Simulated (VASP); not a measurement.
# Ba2Os (I4/mmm) in VASP: further runs

Ba2Os is run at these levels: PBEsol+D4, PBEsol; tasks: single point, relaxation of cell and atoms.

Everything below comes from runs of VASP 6.6.1. Logs are shortened: lines on timing, memory, paths and dates and some standing lists are left out, and cuts for length are marked.

**1. The cell of the first run**

The structure is tetragonal, space group I4/mmm (No. 139). Conventional cell: a = 3.615 Å, b = 3.615 Å, c = 13.599 Å, α = 90.00°, β = 90.00°, γ = 90.00°. Os (site symmetry 4/mmm) has 8 Ba at 3.11 Å and 4 Os at 3.62 Å within 4.1 Å. Within 4.2 Å of Ba (site symmetry 4mm) lie 4 Os at 3.11 Å and 9 Ba at 3.54 to 4.14 Å.

**2. Single point, PBEsol+D4**

The input, INCAR:

```
SYSTEM = Ba2Os
  PREC = Accurate
  ENCUT = 520
  EDIFF = 1E-6
  ISMEAR = -1
  SIGMA = 0.1
  LREAL = .FALSE.
  LASPH = .TRUE.
  NELM = 60
  ALGO = Normal
  ISIF = 2
  LWAVE = .FALSE.
  LCHARG = .FALSE.
  GGA = PS
  IVDW = 13
  NBANDS = 21
```

The input, KPOINTS:

```
Automatic mesh
0
G
  5 5 5
  0 0 0
```

The input, POSCAR:

```
Ba2Os
1.0
    0.0000000000      3.6154025523      0.0000001234
    3.6154025523      0.0000000000      0.0000001234
    1.8077015083      1.8077015083     -6.7997129328
Os Ba
1 2
Direct
    0.0000000000      0.0000000000      0.0000000000
    0.3697500050      0.3697500050      0.2604999900
    0.6302499950      0.6302499950      0.7395000100
```

Potentials or basis: VASP PAW PBE potentials, release 64 (Os, Ba_sv).

The run is started by

```sh
$ cat potpaw_PBE.64/Os/POTCAR potpaw_PBE.64/Ba_sv/POTCAR > POTCAR
$ mpirun -np 1 vasp_std > vasp.out
```

OUTCAR:

```text
SYSTEM = Ba2Os
   PREC = Accurate
   ENCUT = 520
   EDIFF = 1E-6
   ISMEAR = -1
   LREAL = .FALSE.
   LASPH = .TRUE.
   NELM = 60
   ISIF = 2
   GGA = PS
   IVDW = 13

 ion  position               nearest neighbor table
   1  0.000  0.000  0.000-   3 3.11   2 3.11   3 3.11   2 3.11   2 3.11   3 3.11   3 3.11   2 3.11

   2  0.370  0.370  0.260-   1 3.11   1 3.11   1 3.11   1 3.11   3 3.54   3 4.14   3 4.14   3 4.14
                             3 4.14
   3  0.630  0.630  0.740-   1 3.11   1 3.11   1 3.11   1 3.11   2 3.54   2 4.14   2 4.14   2 4.14
                             2 4.14

  LATTYP: Found a body centered tetragonal cell.
 ALAT       =     3.6154025523
 C/A-ratio  =     3.7615247308

  Lattice vectors:

 A1 = (  -1.8077015083,   1.8077010440,   6.7997130562)
 A2 = (   1.8077010440,  -1.8077015083,   6.7997130562)
 A3 = (   1.8077015083,   1.8077015083,  -6.7997129328)

Analysis of symmetry for initial positions (statically):
=====================================================================
 Subroutine PRICEL returns:
 Original cell was already a primitive cell.

 Routine SETGRP: Setting up the symmetry group for a
 body centered tetragonal supercell.

 Subroutine GETGRP returns: Found 16 space group operations
 (whereof 16 operations were pure point group operations)
 out of a pool of 16 trial point group operations.

The static configuration has the point symmetry D_4h.

Analysis of symmetry for dynamics (positions and initial velocities):
=====================================================================
 Subroutine PRICEL returns:
 Original cell was already a primitive cell.

 Routine SETGRP: Setting up the symmetry group for a
 body centered tetragonal supercell.

 Subroutine GETGRP returns: Found 16 space group operations
 (whereof 16 operations were pure point group operations)
 out of a pool of 16 trial point group operations.

The dynamic configuration has the point symmetry D_4h.

 Subroutine INISYM returns: Found 16 space group operations
 (whereof 16 operations are pure point group operations),
 and found     1 'primitive' translations

----------------------------------------------------------------------------------------

                                     Primitive cell

  volume of cell :      88.8800

[... 78 lines left out ...]
   LNONCOLLINEAR =      F non collinear calculations
   LSORBIT =      F    spin-orbit coupling
   LASPH  =      T    aspherical Exc in radial PAW
   ENCUT  =  520.0 eV  38.22 Ry    6.18 a.u.   6.72  6.72 13.51*2*pi/ulx,y,z
   NELM   =     60;   NELMIN=  2; NELMDL= -5     # of ELM steps
   EDIFF  = 0.1E-05   stopping-criterion for ELM
   LREAL  =      F    real-space projection
   EDIFFG = 0.1E-04   stopping-criterion for IOM
   NSW    =      0    number of steps for IOM
   IBRION =     -1    ionic relax: 0-MD 1-quasi-New 2-CG
   NFREE  =      0    steps in history (QN), initial steepest desc. (CG)
   ISIF   =      2    stress and relaxation
   ISYM   =      2    0-nonsym 1-usesym 2-fastsym
   POTIM  = 0.5000    time-step for ionic-motion
   TEBEG  =    0.0;   TEEND  =   0.0 temperature during run
   PSTRESS=    0.0 pullay stress
   NELECT =      28.0000    total number of electrons
   NUPDOWN=      -1.0000    fix difference up-down
   EMIN   =  10.00;   EMAX   =-10.00  energy-range for DOS
   EFERMI =   0.00;   METHOD = LEGACY
   ISMEAR =    -1;   SIGMA  =   0.10  broadening in eV -4-tet -1-fermi 0-gaus
   EFERMI_NEDOS =   21; number of points for ismear=-14 and -15
   IALGO  =     38    algorithm
   IMIX   =      4    mixing-type and parameters
     AMIX     =   0.40;   BMIX     =  1.00
     AMIX_MAG =   1.60;   BMIX_MAG =  1.00
  volume/ion in A,a.u.               =      29.63       199.93
  Fermi-wavevector in a.u.,A,eV,Ry     =   1.113934  2.105030 16.882781  1.240849
  Thomas-Fermi vector in A             =   2.250524
   LORBIT       =      0    0 simple, 1 ext, 2 COOP (PROOUT), +10 PAW based schemes
   GGA     = PS    functional components
   LHFCALC =     F    Hartree Fock is set to
   AEXX    =    0.0000 exact exchange contribution
   IVDW    =    13    specifies the selected vdW correction
   LEPSILON=     F    determine dielectric tensor
   LRPA    =     F    only Hartree local field effects (RPA)
 non-spin polarized calculation
  energy-cutoff  :      520.00
  volume of cell :       88.88
 maximum number of plane-waves:      2421
   NGX = 13   NGY = 13   NGZ = 27

 number of electron      28.0000001 magnetization

 Free energy of the ion-electron system (eV)
  ---------------------------------------------------
  ext. energy  EPLUGINS =         0.00000000
  ---------------------------------------------------
  free energy    TOTEN  =       -14.30038001 eV

  energy without entropy =      -14.22091661  energy(sigma->0) =      -14.26064831

 E-fermi :   3.9140     XC(G=0): -10.1290

 val. band max:        3.8931013450   @ k =   0.4000   0.4000  -0.0000
 cond. band min:       4.0432252884   @ k =  -0.4000   0.4000   0.0000
 fundamental gap:      0.1501239435
 Fermi energy:         3.9140262548

 k-point     1 :       0.0000    0.0000    0.0000
  band No.  band energies     occupation
      1     -23.7356      2.00000
      2     -23.5414      2.00000
      3      -9.9558      2.00000
      4      -8.3177      2.00000
      5      -8.2664      2.00000
      6      -8.2664      2.00000
[... 421 lines left out ...]
     20       7.6543      0.00000
     21       8.0480      0.00000

------------------------ aborting loop because EDIFF is reached ----------------------------------------

  DFT-D4 for vdW energy calculation

  Edisp (eV):   -0.53597

  FORCE on cell =-STRESS in cart. coord.  units (eV):
  Direction    XX          YY          ZZ          XY          YZ          ZX
  --------------------------------------------------------------------------------------
  -------------------------------------------------------------------------------------
  Total       1.15664     1.15664     1.04507     0.00000     0.00000     0.00000
  in kB      20.84991    20.84991    18.83883     0.00000     0.00000     0.00000
  external pressure =       20.18 kB  Pullay stress =        0.00 kB

 VOLUME and BASIS-vectors are now :
 -----------------------------------------------------------------------------
  energy-cutoff  :      520.00
  volume of cell :       88.88
      direct lattice vectors                 reciprocal lattice vectors
     0.000000000  3.615402552  0.000000123    -0.000000003  0.276594370  0.073532524
     3.615402552  0.000000000  0.000000123     0.276594370 -0.000000003  0.073532524
     1.807701508  1.807701508 -6.799712933     0.000000005  0.000000005 -0.147065029

 POSITION                                       TOTAL-FORCE (eV/Angst)
 -----------------------------------------------------------------------------------
      0.00000      0.00000      0.00000         0.000000      0.000000      0.000000
      1.80770      1.80770     -1.77133         0.000000      0.000000     -0.267711
      3.61540      3.61540     -5.02839        -0.000000     -0.000000      0.267711
 -----------------------------------------------------------------------------------
    total drift:                                0.000000      0.000000      0.000000

  FREE ENERGIE OF THE ION-ELECTRON SYSTEM (eV)
  ---------------------------------------------------
  free  energy   TOTEN  =       -14.8363493295 eV

  energy  without entropy=      -14.7568859315  energy(sigma->0) =      -14.79661763
```

It took 67 s on 1 thread of AMD EPYC, shared host; peak memory 0.18 GiB.

Results:

* Free energy: -14.8363 eV
* Pressure: 2.0 GPa
* Largest force: 0.268 eV/Å
* Band gap on the k mesh: zero (bands 14 and 15 overlap by 0.13 eV)
* Dispersion energy per atom: -0.179 eV

Forces in eV/Å, atoms in the order of the input:
```
Os   0.000  0.000  0.000
Ba   0.000  0.000 -0.268
Ba   0.000  0.000  0.268
```

Stress tensor (GPa, compression positive):
```
2.08 0.00 0.00
0.00 2.08 0.00
0.00 0.00 1.88
```

Caveat: the PAW data sets were made with another functional, which shifts forces and pressure a little; spin-orbit coupling is left out, which moves the levels of the heavy elements.

**3. Single point, PBEsol, collinear spin**

This run uses another cell than the first one, of 31.14 Å³/atom.

The input, INCAR:

```
  PREC = Accurate
  ENCUT = 520
  EDIFF = 1E-6
  ISMEAR = 1
  SIGMA = 0.05
  LREAL = False
  LASPH = True
  NELM = 150
  ALGO = Normal
  ISIF = 2
  LWAVE = False
  LCHARG = False
  ISPIN = 2
  MAGMOM = -1 -2 4
  LORBIT = 11
  LMAXMIX = 4
  GGA = PS
  NBANDS = 25
```

The input, KPOINTS:

```
regular mesh
0
Gamma
  5 5 5
```

The input, POSCAR:

```
Ba2Os
1.0
    0.0000000000      3.6665231083      0.0000001252
    3.6665231083      0.0000000000      0.0000001252
    1.8332617914      1.8332617914     -6.9493901616
Os Ba
1 2
Direct
    0.0000000661      0.0000000661     -0.0000001322
    0.3737846166      0.3737846166      0.2524307668
    0.6262153173      0.6262153173      0.7475693653
```

Potentials or basis: VASP PAW PBE potentials, release 64 (Os, Ba_sv).

The run is started by

```sh
$ cat potpaw_PBE.64/Os/POTCAR potpaw_PBE.64/Ba_sv/POTCAR > POTCAR
$ mpirun -np 1 vasp_std > vasp.out
```

OUTCAR:

```text
PREC = Accurate
   ENCUT = 520
   EDIFF = 1E-6
   ISMEAR = 1
   LREAL = False
   LASPH = True
   NELM = 150
   ISIF = 2
   ISPIN = 2
   LORBIT = 11
   GGA = PS

 ion  position               nearest neighbor table
   1  0.000  0.000  1.000-   3 3.13   3 3.13   3 3.13   3 3.13   2 3.13   2 3.13   2 3.13   2 3.13

   2  0.374  0.374  0.252-   1 3.13   1 3.13   1 3.13   1 3.13   3 3.51   3 4.31   3 4.31   3 4.31
                             3 4.31
   3  0.626  0.626  0.748-   1 3.13   1 3.13   1 3.13   1 3.13   2 3.51   2 4.31   2 4.31   2 4.31
                             2 4.31

[... 1227 lines left out ...]
  energy-cutoff  :      520.00
  volume of cell :       93.42
      direct lattice vectors                 reciprocal lattice vectors
     0.000000000  3.666523108  0.000000125    -0.000000002  0.272737949  0.071948767
     3.666523108  0.000000000  0.000000125     0.272737949 -0.000000002  0.071948767
     1.833261791  1.833261791 -6.949390162     0.000000005  0.000000005 -0.143897516

 POSITION                                       TOTAL-FORCE (eV/Angst)
 -----------------------------------------------------------------------------------
      1.83326      1.83326     -6.94939         0.000000      0.000000     -0.000005
      1.83326      1.83326     -1.75424         0.000000      0.000000     -0.261411
      3.66652      3.66652     -5.19515        -0.000000     -0.000000      0.261416
 -----------------------------------------------------------------------------------
    total drift:                                0.000000      0.000000      0.000058

  FREE ENERGIE OF THE ION-ELECTRON SYSTEM (eV)
  ---------------------------------------------------
  free  energy   TOTEN  =       -14.2938297901 eV

  energy  without entropy=      -14.2934797211  energy(sigma->0) =      -14.29371310

 total charge

# of ion       s       p       d       tot
------------------------------------------
    1        0.707   0.181   6.123   7.011
    2        2.067   5.472   0.641   8.180
    3        2.067   5.472   0.641   8.180
--------------------------------------------------
tot          4.841  11.125   7.405  23.371

 magnetization (x)

# of ion       s       p       d       tot
------------------------------------------
    1       -0.004  -0.004  -0.082  -0.091
    2       -0.000  -0.001   0.002   0.001
    3       -0.000  -0.001   0.002   0.001
--------------------------------------------------
tot         -0.004  -0.006  -0.079  -0.089
```

Run time: 2.8 min. Hardware: 1 thread of AMD EPYC, shared host; peak memory 0.23 GiB.

Results:

- Free energy: -14.2938 eV
- Pressure: 1.8 GPa
- Largest force: 0.261 eV/Å
- Net moment: -0.09 μB per cell
- Site moments: Os -0.09; Ba +0.00 μB
- Valence electrons inside the program's atomic spheres: Os 7.01; Ba 8.18

Forces in eV/Å, atoms in the order of the input:
```
Os   0.000  0.000  0.000
Ba   0.000  0.000 -0.261
Ba   0.000  0.000  0.261
```

Stress tensor (GPa, compression positive):
```
1.82 0.00 0.00
0.00 1.82 0.00
0.00 0.00 1.65
```

Levels at points of the mesh, in eV from the Fermi level:
Spin up:
| k point | band 12 | band 13 | band 14 | band 15 | band 16 | band 17 |
| --- | --- | --- | --- | --- | --- | --- |
| (0.00, 0.00, 0.00) | -0.57 | -0.15 | -0.15 | -0.15 | 0.80 | 1.04 |
Spin down:
```tsv
k point	band 12	band 13	band 14	band 15	band 16	band 17
(0.00, 0.00, 0.00)	-0.57	-0.19	-0.18	-0.18	0.81	1.05
```

Caveat: the PAW data sets were made with another functional, which shifts forces and pressure a little; spin-orbit coupling is left out, which moves the levels of the heavy elements.

**4. Relaxation of cell and atoms, PBEsol+D4**

This run uses another cell than the first one, of 42.62 Å³/atom.

The input, INCAR:

```
SYSTEM = Ba2Os
PREC = Accurate ; ENCUT = 600
EDIFF = 1E-6 ; ISMEAR = -1
SIGMA = 0.1 ; LREAL = .FALSE.
LASPH = .TRUE. ; NELM = 60
ALGO = Normal ; ISIF = 3
LWAVE = .FALSE. ; LCHARG = .FALSE.
GGA = PS ; IVDW = 13
IBRION = 2 ; NSW = 60
EDIFFG = -0.01
```

The input, KPOINTS:

```
Automatic mesh
0
G
  5 5 5
  0 0 0
```

The input, POSCAR:

```
Ba2Os
1.0
    0.0000000000      4.1576432700      0.0000000000
    4.1576432700      0.0000000000      0.0000000000
    2.0788221400      2.0788221400     -7.3965566500
Os Ba
1 2
Direct
    0.0000000000      0.0000000000      0.0000000000
    0.3700000000      0.3700000000      0.2600000000
    0.6300000000      0.6300000000      0.7400000000
```

The run is started by

```sh
$ cat potpaw_PBE.64/Os/POTCAR potpaw_PBE.64/Ba_sv/POTCAR > POTCAR
$ mpirun -np 1 vasp_std > vasp.out
```

Run time: 20 min. Hardware: 1 thread of AMD EPYC, shared host; peak memory 0.29 GiB.

It converged, with:

| Property | Result |
| --- | --- |
| Free energy | -14.8599 eV |
| Relaxed volume | 31.02 Å³/atom |
| Relaxed cell | a = 3.679 Å, b = 3.679 Å, c = 7.352 Å, α = 75.51°, β = 75.51°, γ = 90.00° |
| Space group after relaxing (to 0.1 Å) | I4/mmm (No. 139) |
| Energy gained by relaxing | 330.2 meV/atom |
| Ionic steps | 19 |
| Pressure after relaxing | 0.0 GPa |
| Largest force after relaxing | 0.008 eV/Å |
| Band gap on the k mesh | zero (bands 14 and 15 overlap by 0.15 eV) |
| Dispersion energy per atom | -0.171 eV |

Forces in eV/Å, atoms in the order of the input:
```
Os   0.000  0.000  0.000
Ba   0.000  0.000 -0.008
Ba   0.000  0.000  0.008
```

The path:
| step | energy change (eV) | largest force (eV/Å) | pressure (GPa) | volume (Å³) |
| --- | --- | --- | --- | --- |
| 1 | 0.0000 | 0.8866 | -5.03 | 127.86 |
| 2 | -0.8578 | 0.3221 | -3.29 | 104.68 |
| 3 | -0.9404 | 0.0342 | -1.62 | 99.70 |
| 4 | -0.8857 | 0.9904 | 3.49 | 90.22 |
| 5 | -0.9585 | 0.2843 | -0.36 | 96.75 |
| 6 | -0.9588 | 0.3370 | -0.09 | 96.19 |
| 7 | -0.9816 | 0.1966 | 0.05 | 94.98 |
| 8 | -0.9899 | 0.0644 | 0.20 | 93.64 |
| 9 | -0.9899 | 0.0595 | 0.21 | 93.58 |
| 10 | -0.9900 | 0.0293 | -0.24 | 94.34 |
| 11 | -0.9903 | 0.0134 | -0.01 | 93.97 |
| 12 | -0.9903 | 0.0125 | -0.03 | 93.99 |
| 13 | -0.9903 | 0.0111 | -0.03 | 93.95 |
| 14 | -0.9905 | 0.0113 | -0.04 | 93.82 |
| 15 | -0.9906 | 0.0109 | -0.05 | 93.55 |
| 16 | -0.9907 | 0.0155 | 0.01 | 93.33 |
| 17 | -0.9907 | 0.0168 | 0.03 | 93.26 |
| 18 | -0.9907 | 0.0195 | 0.06 | 93.13 |
| 19 | -0.9907 | 0.0083 | 0.04 | 93.07 |

Final structure:
```xyz
3
Lattice="0.0000 3.6788 0.0000 3.6788 0.0000 0.0000 1.8394 1.8394 -6.8767" Properties=species:S:1:pos:R:3 pbc="T T T"
Os    0.0000    0.0000    0.0000
Ba    1.8394    1.8394   -1.7812
Ba    3.6788    3.6788   -5.0955
```

Levels at points of the mesh, in eV from the Fermi level:
```csv
k point,band 11,band 12,band 13,band 14,band 15,band 16,band 17,band 18
"(0.00, 0.00, 0.00)",-1.67,-0.66,-0.24,-0.24,-0.22,0.67,1.20,2.80
```

Caveat: the volume moved by over 15 % at a fixed basis, so the end points are rough; the PAW data sets were made with another functional, which shifts forces and pressure a little; spin-orbit coupling is left out, which moves the levels of the heavy elements.

(Part 1 of 2 ends here.)
